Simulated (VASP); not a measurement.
Wanted: the native input for a VASP 6.6.1 run.

```
Task                   : single point
Functional             : PBEsol
Potentials or basis    : VASP PAW PBE potentials, release 64 (Zn, S)
Cutoff                 : 520 eV
k mesh                 : 6 × 6 × 6
Occupations            : gaussian, width 0.01 eV
Spin                   : no spin polarisation
Dipole correction      : no
Further INCAR settings : ALGO = Normal; EDIFF = 1e-07; NBANDS = 36
```

The structure of ZnS lies in POSCAR:

```
ZnS
1.0
    1.9030710000      1.0987390000      9.3519480000
   -1.9030710000      1.0987390000      9.3519480000
    0.0000000000     -2.1974770000      9.3519480000
Zn S
3 3
Direct
    0.9999710000      0.9999710000      0.9999710000
    0.2222690000      0.2222690000      0.2222690000
    0.4446130000      0.4446130000      0.4446130000
    0.0832670000      0.0832670000      0.0832670000
    0.5278420000      0.5278420000      0.5278420000
    0.3053630000      0.3053630000      0.3053630000
```

One way to write it, as run:

INCAR

```
SYSTEM = ZnS
PREC     = Accurate       ! precision mode
ENCUT    = 520            ! plane-wave cutoff, eV
EDIFF    = 1E-7           ! SCF threshold, eV
ISMEAR   = 0              ! smearing method
SIGMA    = 0.01           ! smearing width, eV
LREAL    = .FALSE.        ! projectors in reciprocal space
LASPH    = .TRUE.         ! aspherical terms in the spheres
NELM     = 100            ! most SCF steps
ALGO     = Normal         ! electronic algorithm
ISIF     = 2              ! what is computed and relaxed
LWAVE    = .FALSE.        ! write WAVECAR
LCHARG   = .FALSE.        ! write CHGCAR
GGA      = PS             ! functional
NBANDS   = 36             ! bands
```

KPOINTS

```
regular mesh
0
G
  6 6 6
  0 0 0
```

Potentials or basis: VASP PAW PBE potentials, release 64 (Zn, S).

The run is started by

```bash
$ cat potpaw_PBE.64/Zn/POTCAR potpaw_PBE.64/S/POTCAR > POTCAR
$ mpirun -np 1 vasp_std > vasp.out
```

Results of the run:

```yaml
Pressure: -1.1 GPa
Largest_force: 0.011 eV/Å
Band_gap_on_the_k_mesh: 2.06 eV, direct
```

Caveat: the PAW data sets were made with another functional, which shifts forces and pressure a little.

It took 10 min on 1 thread of Intel(R) Xeon(R) Platinum 8488C (Sapphire Rapids), on a shared host, peak memory 0.72 GiB.
